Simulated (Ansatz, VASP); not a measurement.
# WSe2: VASP beside Ansatz

```
W Se
1.0
     3.24968    0.00000    0.00000
    -1.62484    2.81430    0.00000
     0.00000    0.00000   12.82347
W Se
2 4
Direct
  0.33586 0.67389 0.25074
  0.65718 0.32651 0.74854
  0.32653 0.66079 0.62095
  0.67009 0.33189 0.11976
  0.34293 0.66587 0.88003
  0.66741 0.34105 0.37998
```

Change from the starting cell: all atoms moved at random, sigma 0.02 Å a component.

Alike in both runs: task single point; functional LDA; k mesh 12 × 12 × 2; occupations gaussian, width 0.05 eV; no spin polarisation.

|  | VASP | Ansatz |
| --- | --- | --- |
| version | VASP 6.6.1 | Ansatz 0.2.0 |
| potentials or method | VASP PAW LDA potentials, release 64 (W_sv, Se), cutoff 520 eV | scalar-relativistic, plane waves, PAW |
| valence electrons in the cell | 52 | 92 |

Ansatz gave:

| Quantity | Value |
| --- | --- |
| gap on the k mesh at the Fermi level (eV) | 0.87 |
| least direct gap on the mesh (eV) | 1.59 |
| pressure (GPa) | 0.3 |
| traceless stress, the component that is largest in VASP (GPa) | -0.73 |
| rms of the force components (eV/Å) | 0.306 |

Task: Estimate VASP's values.

Result: gap on the k mesh at the Fermi level (eV): 0.86; least direct gap on the mesh (eV): 1.60; pressure (GPa): 1.1; traceless stress, the component that is largest in VASP (GPa): -0.73; rms of the force components (eV/Å): 0.317.

LDA's correlation is that of Perdew and Zunger in VASP and of Perdew and Wang (1992) in Ansatz. Atom by atom the forces differ by 0.049 eV/Å (rms over components). VASP's potentials hold 52 valence electrons a cell and Ansatz's 92, so a difference there can come from the potentials and not from the codes.

Spin-orbit coupling is off throughout.
